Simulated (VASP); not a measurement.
# Sc (I4/mmm) in VASP: single point with PBEsol

Aim: the single point of Sc with PBEsol.

All numbers are computed with VASP 6.6.1; they aren't measurements. Logs are shortened: lines on timing, memory, paths and dates and some standing lists are left out, and cuts for length are marked.

## Step 1: The cell of the first run

The typed cell holds 1 atom: a = 3.240 Å, b = 3.240 Å, c = 3.241 Å, α = 59.99°, β = 59.99°, γ = 60.03°.

This isn't the form of Sc at room conditions, which is hcp.

## Step 2: Single point, PBEsol

Input file INCAR:

```
PREC     = Accurate       # precision mode
ENCUT    = 520            # plane-wave cutoff, eV
EDIFF    = 1E-7           # SCF threshold, eV
ISMEAR   = 0              # smearing method
SIGMA    = 0.1            # smearing width, eV
LREAL    = False          # projectors in reciprocal space
LASPH    = True           # aspherical terms in the spheres
NELM     = 80             # most SCF steps
ALGO     = Fast           # electronic algorithm
ISIF     = 2              # what is computed and relaxed
LWAVE    = False          # write WAVECAR
LCHARG   = False          # write CHGCAR
GGA      = PS             # functional
NBANDS   = 12             # bands
```

Input file KPOINTS:

```
regular mesh
0
Gamma
  16 16 16
```

Input file POSCAR:

```
Sc
1.0
    3.2390268074      0.0561389684      0.0131151318
    1.5693586801      2.8340088297      0.0183570485
    1.5941371283      0.9532089007      2.6559577470
Sc
1
Direct
    0.0000000000      0.0000000000      0.0000000000
```

Potentials or basis: VASP PAW PBE potentials, release 64 (Sc_sv).

Started as:

```sh
> cat potpaw_PBE.64/Sc_sv/POTCAR > POTCAR
> mpirun -np 1 vasp_std > vasp.out
```

OUTCAR:

```text
PREC = Accurate
   ENCUT = 520
   EDIFF = 1E-7
   ISMEAR = 0
   LREAL = False
   LASPH = True
   NELM = 80
   ISIF = 2
   GGA = PS

 ion  position               nearest neighbor table
   1  0.000  0.000  0.000-

  LATTYP: Found a base centered monoclinic cell.
 ALAT       =     5.6103089662
 B/A-ratio  =     0.5776947691
 C/A-ratio  =     0.8162502016
 COS(beta)  =    -0.8162604277

  Lattice vectors:

 A1 = (  -1.6448896791,   0.8970699323,   2.6428426152)
 A2 = (   0.0247784482,  -1.8807999290,   2.6376006985)
 A3 = (   3.2142483592,   1.9369388974,  -2.6244855667)

Analysis of symmetry for initial positions (statically):
=====================================================================
 Subroutine PRICEL returns:
 Original cell was already a primitive cell.

 Routine SETGRP: Setting up the symmetry group for a
 base centered monoclinic supercell.

 Subroutine GETGRP returns: Found  4 space group operations
 (whereof  4 operations were pure point group operations)
 out of a pool of  4 trial point group operations.

The static configuration has the point symmetry C_2h.

Analysis of symmetry for dynamics (positions and initial velocities):
=====================================================================
 Subroutine PRICEL returns:
 Original cell was already a primitive cell.

 Routine SETGRP: Setting up the symmetry group for a
 base centered monoclinic supercell.

 Subroutine GETGRP returns: Found  4 space group operations
 (whereof  4 operations were pure point group operations)
 out of a pool of  4 trial point group operations.

The dynamic configuration has the point symmetry C_2h.

 Subroutine INISYM returns: Found  4 space group operations
 (whereof  4 operations are pure point group operations),
 and found     1 'primitive' translations

----------------------------------------------------------------------------------------

                                     Primitive cell

  volume of cell :      24.0515

  direct lattice vectors                    reciprocal lattice vectors
     3.239026807  0.056138968  0.013115132     0.312226016 -0.172084220 -0.125641635
     1.569358680  2.834008830  0.018357049    -0.005679528  0.356809540 -0.124648099
     1.594137128  0.953208901  2.655957747    -0.001502519 -0.001616390  0.377993957

  length of vectors
     3.239539821  3.239572456  3.240986261     0.377999848  0.377997954  0.378000399

  position of ions in fractional coordinates (direct lattice)
     0.000000000  0.000000000  0.000000000

  ion indices of the primitive-cell ions
   primitive index   ion index
                 1           1

----------------------------------------------------------------------------------------

 KPOINTS: regular mesh

Automatic generation of k-mesh.
 Grid dimensions read from file:
 generate k-points for:   16   16   16

 Generating k-lattice:

  Cartesian coordinates                     Fractional coordinates (reciprocal lattice)
     0.019514126 -0.010755264 -0.007852602     0.062500000 -0.000000000  0.000000000
    -0.000354970  0.022300596 -0.007790506    -0.000000000  0.062500000  0.000000000
    -0.000093907 -0.000101024  0.023624622     0.000000000  0.000000000  0.062500000

  Length of vectors
     0.023624990  0.023624872  0.023625025

  Shift w.r.t. Gamma in fractional coordinates (k-lattice)
     0.000000000  0.000000000  0.000000000

 Subroutine IBZKPT returns following result:
 ===========================================

 Found   1098 irreducible k-points:

 Following reciprocal coordinates:
            Coordinates               Weight
  0.000000  0.000000  0.000000      1.000000
  0.062500  0.000000  0.000000      4.000000
  0.125000  0.000000  0.000000      4.000000
  0.187500  0.000000 -0.000000      4.000000
  0.250000  0.000000  0.000000      4.000000
  0.312500  0.000000 -0.000000      4.000000
[... 16 lines left out ...]
 -0.125000  0.062500  0.000000      4.000000
 -0.062500  0.062500 -0.000000      2.000000
 [... further k-points ...]
   k-points           NKPTS =   1098   k-points in BZ     NKDIM =   1098   number of bands    NBANDS=     12
   number of dos      NEDOS =    301   number of ions     NIONS =      1
   total plane-waves  NPLWV =  13824
   dimension x,y,z NGX =    24 NGY =   24 NGZ =   24
   dimension x,y,z NGXF=    48 NGYF=   48 NGZF=   48
   ions per type =               1
   NGX,Y,Z   is equivalent  to a cutoff of  12.32, 12.32, 12.31 a.u.
   NGXF,Y,Z  is equivalent  to a cutoff of  24.63, 24.63, 24.62 a.u.
 SYSTEM =  unknown system
   PREC   = accura    normal or accurate (medium, high low for compatibility)
   ISTART =      0    job   : 0-new  1-cont  2-samecut
   ICHARG =      2    charge: 1-file 2-atom 10-const
   ISPIN  =      1    spin polarized calculation?
   LNONCOLLINEAR =      F non collinear calculations
   LSORBIT =      F    spin-orbit coupling
   LASPH  =      T    aspherical Exc in radial PAW
   ENCUT  =  520.0 eV  38.22 Ry    6.18 a.u.   6.02  6.02  6.03*2*pi/ulx,y,z
   NELM   =     80;   NELMIN=  2; NELMDL= -5     # of ELM steps
   EDIFF  = 0.1E-06   stopping-criterion for ELM
   LREAL  =      F    real-space projection
   EDIFFG = 0.1E-05   stopping-criterion for IOM
   NSW    =      0    number of steps for IOM
   IBRION =     -1    ionic relax: 0-MD 1-quasi-New 2-CG
   NFREE  =      0    steps in history (QN), initial steepest desc. (CG)
   ISIF   =      2    stress and relaxation
   ISYM   =      2    0-nonsym 1-usesym 2-fastsym
   POTIM  = 0.5000    time-step for ionic-motion
   TEBEG  =    0.0;   TEEND  =   0.0 temperature during run
   PSTRESS=    0.0 pullay stress
   NELECT =      11.0000    total number of electrons
   NUPDOWN=      -1.0000    fix difference up-down
   EMIN   =  10.00;   EMAX   =-10.00  energy-range for DOS
   EFERMI =   0.00;   METHOD = LEGACY
   ISMEAR =     0;   SIGMA  =   0.10  broadening in eV -4-tet -1-fermi 0-gaus
   EFERMI_NEDOS =   21; number of points for ismear=-14 and -15
   IALGO  =     68    algorithm
   IMIX   =      4    mixing-type and parameters
     AMIX     =   0.40;   BMIX     =  1.00
     AMIX_MAG =   1.60;   BMIX_MAG =  1.00
  volume/ion in A,a.u.               =      24.05       162.31
  Fermi-wavevector in a.u.,A,eV,Ry     =   1.261319  2.383547 21.645853  1.590925
  Thomas-Fermi vector in A             =   2.394784
   LORBIT       =      0    0 simple, 1 ext, 2 COOP (PROOUT), +10 PAW based schemes
   GGA     = PS    functional components
   LHFCALC =     F    Hartree Fock is set to
   AEXX    =    0.0000 exact exchange contribution
   IVDW    =     0    specifies the selected vdW correction
   LEPSILON=     F    determine dielectric tensor
   LRPA    =     F    only Hartree local field effects (RPA)
 non-spin polarized calculation
 RMM-DIIS sequential band-by-band and
 Gauss-broadening in eV      SIGMA  =   0.10
  energy-cutoff  :      520.00
  volume of cell :       24.05
 maximum number of plane-waves:       660
   NGX = 13   NGY = 13   NGZ = 13

 number of electron      10.9999995 magnetization

 Free energy of the ion-electron system (eV)
  ---------------------------------------------------
  ext. energy  EPLUGINS =         0.00000000
  ---------------------------------------------------
  free energy    TOTEN  =        -6.56255491 eV

  energy without entropy =       -6.55282866  energy(sigma->0) =       -6.55769178

 E-fermi :   3.7789     XC(G=0): -10.0878

 val. band max:        3.7656597580   @ k =  -0.1875   0.3750   0.1875
 cond. band min:       3.7824793263   @ k =   0.4375   0.2500   0.0625
 fundamental gap:      0.0168195683
 Fermi energy:         3.7789196299

 k-point     1 :       0.0000    0.0000    0.0000
  band No.  band energies     occupation
      1     -45.3771      2.00000
      2     -23.8653      2.00000
      3     -23.8653      2.00000
      4     -23.8652      2.00000
      5      -1.4663      2.00000
      6       5.3877      0.00000
      7       5.3879      0.00000
      8       5.3937      0.00000
      9       6.8147      0.00000
     10       6.8216      0.00000
     11      16.4371      0.00000
     12      19.8995      0.00000

 k-point     2 :       0.0625    0.0000    0.0000
  band No.  band energies     occupation
      1     -45.3745      2.00000
      2     -23.8824      2.00000
      3     -23.8675      2.00000
      4     -23.8674      2.00000
      5      -1.3646      2.00000
      6       5.3128      0.00000
      7       5.4264      0.00000
      8       5.4303      0.00000
      9       6.7873      0.00000
     10       6.7939      0.00000
     11      16.5354      0.00000
     12      19.0550      0.00000

 k-point     3 :       0.1250    0.0000    0.0000
  band No.  band energies     occupation
      1     -45.3672      2.00000
      2     -23.9311      2.00000
      3     -23.8737      2.00000
      4     -23.8736      2.00000
      5      -1.0665      2.00000
      6       5.1049      0.00000
      7       5.5218      0.00000
      8       5.5259      0.00000
      9       6.7311      0.00000
     10       6.7369      0.00000
     11      16.6520      0.00000
     12      17.7200      0.00000

 k-point     4 :       0.1875    0.0000   -0.0000
  band No.  band energies     occupation
      1     -45.3564      2.00000
      2     -24.0032      2.00000
      3     -23.8831      2.00000
      4     -23.8829      2.00000
      5      -0.5936      2.00000
      6       4.8209      0.00000
      7       5.6069      0.00000
      8       5.6116      0.00000
      9       6.7266      0.00000
     10       6.7308      0.00000
     11      15.7888      0.00000
     12      17.2555      0.00000

 k-point     5 :       0.2500    0.0000    0.0000
  band No.  band energies     occupation
      1     -45.3435      2.00000
      2     -24.0871      2.00000
      3     -23.8940      2.00000
      4     -23.8937      2.00000
      5       0.0146      2.00000
      6       4.5244      0.00000
      7       5.5979      0.00000
      8       5.6037      0.00000
      9       6.8661      0.00000
     10       6.8681      0.00000
     11      14.3954      0.00000
     12      17.0622      0.00000
[... 228 lines left out ...]
      1     -45.3375      2.00000
      2     -24.1157      2.00000
      3     -23.9149      2.00000
      4     -23.8931      2.00000
      5       0.3153      2.00000
      6       4.4027      0.00000
      7       5.5103      0.00000
      8       5.6416      0.00000
      9       6.7167      0.00000
     10       7.1972      0.00000
     11      13.9841      0.00000
     12      16.8399      0.00000

 k-point    22 :      -0.1875    0.0625    0.0000
  band No.  band energies     occupation
      1     -45.3504      2.00000
      2     -24.0338      2.00000
      3     -23.9025      2.00000
      4     -23.8821      2.00000
      5      -0.3215      2.00000
      6       4.6780      0.00000
      7       5.5868      0.00000
      8       5.6909      0.00000
      9       6.5299      0.00000
     10       6.9689      0.00000
     11      15.3834      0.00000
     12      17.0874      0.00000

 k-point    23 :      -0.1250    0.0625    0.0000
  band No.  band energies     occupation
      1     -45.3619      2.00000
      2     -23.9599      2.00000
      3     -23.8896      2.00000
      4     -23.8734      2.00000
      5      -0.8411      2.00000
      6       4.9580      0.00000
      7       5.5715      0.00000
      8       5.6058      0.00000
      9       6.5522      0.00000
     10       6.8576      0.00000
     11      16.5965      0.00000
     12      17.2775      0.00000

 k-point    24 :      -0.0625    0.0625   -0.0000
  band No.  band energies     occupation
      1     -45.3704      2.00000
      2     -23.9065      2.00000
      3     -23.8773      2.00000
      4     -23.8682      2.00000
      5      -1.1976      2.00000
      6       5.1873      0.00000
      7       5.4870      0.00000
      8       5.4950      0.00000
      9       6.6748      0.00000
     10       6.8271      0.00000
     11      16.6663      0.00000
     12      18.3165      0.00000

 [... further k-points ...]

------------------------ aborting loop because EDIFF is reached ----------------------------------------

  FORCE on cell =-STRESS in cart. coord.  units (eV):
  Direction    XX          YY          ZZ          XY          YZ          ZX
  --------------------------------------------------------------------------------------
  -------------------------------------------------------------------------------------
  Total       -0.1542127     -0.1554751     -0.1549163      0.0011899     -0.0008586     -0.0014175
  in kB      -10.2727830    -10.3568822    -10.3196547      0.0792667     -0.0571921     -0.0944275
  external PRESSURE =     -10.3164400 kB  Pullay stress =       0.0000000 kB

 VOLUME and BASIS-vectors are now :
 -----------------------------------------------------------------------------
  energy-cutoff  :      520.00
  volume of cell :       24.05
      direct lattice vectors                 reciprocal lattice vectors
     3.239026807  0.056138968  0.013115132     0.312226016 -0.172084220 -0.125641635
     1.569358680  2.834008830  0.018357049    -0.005679528  0.356809540 -0.124648099
     1.594137128  0.953208901  2.655957747    -0.001502519 -0.001616390  0.377993957

 POSITION                                       TOTAL-FORCE (eV/Angst)
 -----------------------------------------------------------------------------------
      0.00000      0.00000      0.00000         0.000000      0.000000      0.000000
 -----------------------------------------------------------------------------------
    total drift:                                0.000000     -0.000000      0.000000

  FREE ENERGIE OF THE ION-ELECTRON SYSTEM (eV)
  ---------------------------------------------------
  free  energy   TOTEN  =        -6.5625549147 eV

  energy  without entropy=       -6.5528286553  energy(sigma->0) =       -6.55769178
```

Run time: 1.7 min. Hardware: 1 thread of Intel Xeon 6975P-C (Granite Rapids), shared host; peak memory 0.39 GiB.

Results:

```
Free energy            : -6.5626 eV
Pressure               : -1.0 GPa
Band gap on the k mesh : zero (an odd number of electrons rules out a gap without spin polarisation)
```

Caveat: the PAW data sets were made with another functional, which shifts forces and pressure a little.
